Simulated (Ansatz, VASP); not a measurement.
**Two plane-wave programs on LiF**

Contents of INCAR:

```
  PREC = Accurate
  ENCUT = 520
  EDIFF = 1E-6
  ISMEAR = 0
  SIGMA = 0.01
  LREAL = False
  LASPH = True
  NELM = 60
  ALGO = Normal
  ISIF = 2
  LWAVE = False
  LCHARG = False
  NBANDS = 12
```

KPOINTS

```
regular mesh
0
Gamma
  11 11 11
```

The input POSCAR:

```
LiF
1.0
    0.0000000000      2.0140000000      2.0140000000
    2.0140000000      0.0000000000      2.0140000000
    2.0140000000      2.0140000000      0.0000000000
F Li
1 1
Direct
    0.5000000000      0.5000000000      0.5000000000
    0.0000000000      0.0000000000      0.0000000000
```

File input.yaml:

```yaml
crystal:
  lattice:
    - [0.0, 2.014, 2.014]
    - [2.014, 0.0, 2.014]
    - [2.014, 2.014, 0.0]
  atoms:
    - { symbol: F, position: [0.5, 0.5, 0.5] }
    - { symbol: Li, position: [0.0, 0.0, 0.0] }
hamiltonian:
  xc: lda
  pseudopotentials: { kind: paw, xc_functional: lda, accuracy: standard }
kpoints:
  mp_grid: { grid: [11, 11, 11] }
scf:
  occupations: { method: fixed }
  n_extra_bands: 6
output:
  forces: true
  stress: true
  eigenvalues: true
  dos: { projected: true, de: 0.05, nscf_kmesh: { grid: [17, 17, 17] } }
```

Alike in both runs: functional LDA; k mesh 11 × 11 × 11; no spin polarisation.

|  | VASP | Ansatz |
| --- | --- | --- |
| version | VASP 6.6.1 | Ansatz 0.2.0 |
| potentials or method | VASP PAW LDA potentials, release 64 (F, Li_sv) | JTH PAW LDA |
| plane-wave cutoff (eV) | 520 | 1500 |
| occupations | gaussian, width 0.01 eV | fixed |
| valence electrons in the cell | 10 | 10 |
| task | single point | projected density of states |

```tsv
	VASP	Ansatz	Ansatz less VASP
gap on the k mesh at the Fermi level (eV)	8.83	8.81	-0.022
least direct gap on the mesh (eV)	8.83	8.81	-0.020
```

LDA's correlation is that of Perdew and Zunger in VASP and of Perdew and Wang (1992) in Ansatz.

Noted on VASP's run: the cutoff is under 1.25 times that of the potentials, so the pressure is a little rough. Noted on Ansatz's run: odd divisions of the mesh miss points on the zone boundary, where band edges often lie, so the gap on the mesh can be too wide.
